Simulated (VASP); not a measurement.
AlCo (rocksalt type):

```xyz
2
Lattice="0.0000 2.4138 2.4138 2.4138 0.0000 2.4138 2.4138 2.4138 0.0000" Properties=species:S:1:pos:R:3 pbc="T T T"
Co    0.0000    0.0000    0.0000
Al    2.4138    2.4138    2.4138
```

- Program: VASP 6.6.1
- Task: relaxation of cell and atoms
- Functional: PBE
- Potentials or basis: VASP PAW PBE potentials, release 64 (Co, Al)
- Cutoff: 600 eV
- k mesh: 14 × 14 × 14
- Occupations: fermi-dirac, width 0.1 eV
- Spin: no spin polarisation

At the start: pressure -2.6 GPa; volume 14.06 Å³/atom.

**Question.** How do energy, volume and symmetry change on relaxing?

**Answer.** Over 3 steps the energy falls by 2.6 meV/atom and the volume is 13.75 Å³/atom (-2.2 %); space group Fm-3m (No. 225, to 0.05 Å).

The path:
| step | energy change (eV) | largest force (eV/Å) | pressure (GPa) | volume (Å³) |
| --- | --- | --- | --- | --- |
| 1 | 0.0000 | 0.0000 | -2.59 | 28.13 |
| 2 | -0.0041 | 0.0000 | 1.34 | 27.21 |
| 3 | -0.0052 | 0.0000 | -0.03 | 27.50 |

Final structure:
```
CELL_PARAMETERS angstrom
0.00000 2.39563 2.39563
2.39563 0.00000 2.39563
2.39563 2.39563 0.00000
ATOMIC_POSITIONS crystal
Co 0.00000 0.00000 0.00000
Al 0.50000 0.50000 0.50000
```
